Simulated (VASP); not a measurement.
# SiC (zincblende type) (F-43m) in VASP: density of states with PBE

Aim: the density of states of SiC (zincblende type) with PBE.

Everything below comes from runs of VASP 6.6.1. Logs are shortened: lines on timing, memory, paths and dates and some standing lists are left out, and cuts for length are marked.

## (1) The cell of the first run

Symmetry: F-43m, No. 216, cubic system. Conventional cell: a = 4.380 Å, b = 4.380 Å, c = 4.380 Å, α = 90.00°, β = 90.00°, γ = 90.00°. Within 2.5 Å of Si (site symmetry -43m) lie 4 C at 1.90 Å. C (site symmetry -43m) has 4 Si at 1.90 Å within 2.5 Å.

## (2) Density of states, PBE

File POSCAR:

```
SiC
1.0
    0.0000000000      2.1898574282      2.1898574282
    2.1898574282      0.0000000000      2.1898574282
    2.1898574282      2.1898574282      0.0000000000
Si C
1 1
Direct
    0.0000000000      0.0000000000      0.0000000000
    0.2500000000      0.2500000000      0.2500000000
```

File INCAR.step1:

```
SYSTEM = SiC
PREC = Accurate ; ENCUT = 520
EDIFF = 1E-7 ; ISMEAR = -1
SIGMA = 0.05 ; LREAL = .FALSE.
LASPH = .TRUE. ; NELM = 60
ALGO = Normal ; ISIF = 2
LWAVE = .FALSE. ; LCHARG = .TRUE.
GGA = PE ; NBANDS = 11
```

File KPOINTS.step1:

```
regular mesh
0
G
  15 15 15
  0 0 0
```

File INCAR.step2:

```
SYSTEM = SiC
PREC = Accurate ; ENCUT = 520
EDIFF = 1E-7 ; ISMEAR = -5
SIGMA = 0.05 ; LREAL = .FALSE.
LASPH = .TRUE. ; NELM = 60
ALGO = Normal ; ISIF = 2
LWAVE = .FALSE. ; LCHARG = .FALSE.
GGA = PE ; LORBIT = 10
NBANDS = 11 ; NEDOS = 2001
ICHARG = 11
```

File KPOINTS.step2:

```
regular mesh
0
G
  23 23 23
  0 0 0
```

Potentials or basis: VASP PAW PBE potentials, release 64 (Si, C).

Started as:

```
$ cat potpaw_PBE.64/Si/POTCAR potpaw_PBE.64/C/POTCAR > POTCAR
$ cp INCAR.step1 INCAR
$ cp KPOINTS.step1 KPOINTS
$ mpirun -np 1 vasp_std > vasp.out
$ cp INCAR.step2 INCAR
$ cp KPOINTS.step2 KPOINTS
$ mpirun -np 1 vasp_std > vasp.out
```

OUTCAR:

```text
SYSTEM = SiC
   PREC = Accurate
   ENCUT = 520
   EDIFF = 1E-7
   ISMEAR = -5
   LREAL = .FALSE.
   LASPH = .TRUE.
   NELM = 60
   ISIF = 2
   GGA = PE
   LORBIT = 10
   ICHARG = 11

 ion  position               nearest neighbor table
   1  0.000  0.000  0.000-   2 1.90   2 1.90   2 1.90   2 1.90
   2  0.250  0.250  0.250-   1 1.90   1 1.90   1 1.90   1 1.90

  LATTYP: Found a face centered cubic cell.
 ALAT       =     4.3797148564

  Lattice vectors:

 A1 = (   0.0000000000,   2.1898574282,   2.1898574282)
 A2 = (   2.1898574282,   0.0000000000,   2.1898574282)
 A3 = (   2.1898574282,   2.1898574282,   0.0000000000)

Analysis of symmetry for initial positions (statically):
=====================================================================
 Subroutine PRICEL returns:
 Original cell was already a primitive cell.

 Routine SETGRP: Setting up the symmetry group for a
 face centered cubic supercell.

 Subroutine GETGRP returns: Found 24 space group operations
 (whereof 24 operations were pure point group operations)
 out of a pool of 48 trial point group operations.

The static configuration has the point symmetry T_d .

Analysis of symmetry for dynamics (positions and initial velocities):
=====================================================================
 Subroutine PRICEL returns:
 Original cell was already a primitive cell.

 Routine SETGRP: Setting up the symmetry group for a
 face centered cubic supercell.

 Subroutine GETGRP returns: Found 24 space group operations
 (whereof 24 operations were pure point group operations)
 out of a pool of 48 trial point group operations.

The dynamic configuration has the point symmetry T_d .

 Subroutine INISYM returns: Found 24 space group operations
 (whereof 24 operations are pure point group operations),
 and found     1 'primitive' translations

----------------------------------------------------------------------------------------

                                     Primitive cell

  volume of cell :      21.0028

  direct lattice vectors                    reciprocal lattice vectors
     0.000000000  2.189857428  2.189857428    -0.228325367  0.228325367  0.228325367
     2.189857428  0.000000000  2.189857428     0.228325367 -0.228325367  0.228325367
     2.189857428  2.189857428  0.000000000     0.228325367  0.228325367 -0.228325367

  length of vectors
     3.096926075  3.096926075  3.096926075     0.395471136  0.395471136  0.395471136

  position of ions in fractional coordinates (direct lattice)
     0.000000000  0.000000000  0.000000000
     0.250000000  0.250000000  0.250000000
[... 95 lines left out ...]
   EFERMI_NEDOS =   21; number of points for ismear=-14 and -15
   IALGO  =     38    algorithm
   IMIX   =      4    mixing-type and parameters
     AMIX     =   0.40;   BMIX     =  1.00
     AMIX_MAG =   1.60;   BMIX_MAG =  1.00
  volume/ion in A,a.u.               =      10.50        70.87
  Fermi-wavevector in a.u.,A,eV,Ry     =   1.186713  2.242562 19.160914  1.408287
  Thomas-Fermi vector in A             =   2.322880
   LORBIT       =     10    0 simple, 1 ext, 2 COOP (PROOUT), +10 PAW based schemes
   GGA     = PE    functional components
   LHFCALC =     F    Hartree Fock is set to
   AEXX    =    0.0000 exact exchange contribution
   IVDW    =     0    specifies the selected vdW correction
   LEPSILON=     F    determine dielectric tensor
   LRPA    =     F    only Hartree local field effects (RPA)
 non-spin polarized calculation
 Fermi weights with tetrahedron method with Bloechl corrections
  energy-cutoff  :      520.00
  volume of cell :       21.00
 maximum number of plane-waves:       578

 number of electron       8.0000001 magnetization

 Free energy of the ion-electron system (eV)
  ---------------------------------------------------
  ext. energy  EPLUGINS =         0.00000000
  ---------------------------------------------------
  free energy    TOTEN  =       -15.06098494 eV

  energy without entropy =      -15.06098494  energy(sigma->0) =      -15.06098494

 E-fermi :   7.9518     XC(G=0): -11.2912

 val. band max:        7.9403289305   @ k =   0.0000   0.0000   0.0000
 cond. band min:       9.3330200397   @ k =   0.4783   0.4783   0.0000
 fundamental gap:      1.3926911092
 Fermi energy:         7.9518375488

 k-point     1 :       0.0000    0.0000    0.0000
  band No.  band energies     occupation
      1      -7.3463      2.00000
      2       7.9403      2.00000
      3       7.9403      2.00000
      4       7.9403      2.00000
      5      13.9997      0.00000
      6      15.1450      0.00000
      7      15.1450      0.00000
      8      15.1450      0.00000
      9      22.3602      0.00000
     10      22.3602      0.00000
     11      24.1910      0.00000
[... 309 lines left out ...]
 k-point    24 :      -0.4783    0.0435    0.0000
  band No.  band energies     occupation
      1      -3.8129      2.00000
      2      -0.4761      2.00000
      3       6.7114      2.00000
      4       6.8544      2.00000
      5      13.3534      0.00000
      6      14.9629      0.00000
      7      15.2047      0.00000
      8      18.1016      0.00000
      9      23.8460      0.00000
     10      24.7966      0.00000
     11      24.9852      0.00000

 [... further k-points ...]

------------------------ aborting loop because EDIFF is reached ----------------------------------------

  FORCE on cell =-STRESS in cart. coord.  units (eV):
  Direction    XX          YY          ZZ          XY          YZ          ZX
  --------------------------------------------------------------------------------------
  -------------------------------------------------------------------------------------
  Total       -0.0063474     -0.0063474     -0.0063474      0.0000000      0.0000000     -0.0000000
  in kB       -0.4842049     -0.4842049     -0.4842049      0.0000000      0.0000000     -0.0000000
  external PRESSURE =      -0.4842049 kB  Pullay stress =       0.0000000 kB

 VOLUME and BASIS-vectors are now :
 -----------------------------------------------------------------------------
  energy-cutoff  :      520.00
  volume of cell :       21.00
      direct lattice vectors                 reciprocal lattice vectors
     0.000000000  2.189857428  2.189857428    -0.228325367  0.228325367  0.228325367
     2.189857428  0.000000000  2.189857428     0.228325367 -0.228325367  0.228325367
     2.189857428  2.189857428  0.000000000     0.228325367  0.228325367 -0.228325367

 POSITION                                       TOTAL-FORCE (eV/Angst)
 -----------------------------------------------------------------------------------
      0.00000      0.00000      0.00000         0.000000      0.000000      0.000000
      1.09493      1.09493      1.09493        -0.000000     -0.000000     -0.000000
 -----------------------------------------------------------------------------------
    total drift:                                0.000000      0.000000      0.000000

  FREE ENERGIE OF THE ION-ELECTRON SYSTEM (eV)
  ---------------------------------------------------
  free  energy   TOTEN  =       -15.0609849397 eV

  energy  without entropy=      -15.0609849397  energy(sigma->0) =      -15.06098494

 total charge

# of ion       s       p       d       tot
------------------------------------------
    1        0.706   0.961   0.000   1.667
    2        0.836   1.695   0.000   2.530
--------------------------------------------------
tot          1.542   2.656   0.000   4.198
```

OUTCAR.step1:

```text
SYSTEM = SiC
   PREC = Accurate
   ENCUT = 520
   EDIFF = 1E-7
   ISMEAR = -1
   LREAL = .FALSE.
[... 557 lines left out ...]
      0.00000      0.00000      0.00000        -0.000000     -0.000000     -0.000000
      1.09493      1.09493      1.09493         0.000000      0.000000      0.000000
 -----------------------------------------------------------------------------------
    total drift:                                0.000000      0.000000      0.000000

  FREE ENERGIE OF THE ION-ELECTRON SYSTEM (eV)
  ---------------------------------------------------
  free  energy   TOTEN  =       -15.0609840676 eV

  energy  without entropy=      -15.0609840611  energy(sigma->0) =      -15.06098406
```

It took 30 s on 1 thread of Intel Xeon Platinum 8488C (Sapphire Rapids), shared host; peak memory 0.19 GiB.

What came out:

```yaml
Valence_electrons_inside_the_program's_atomic_spheres: Si 1.67; C 2.53
```
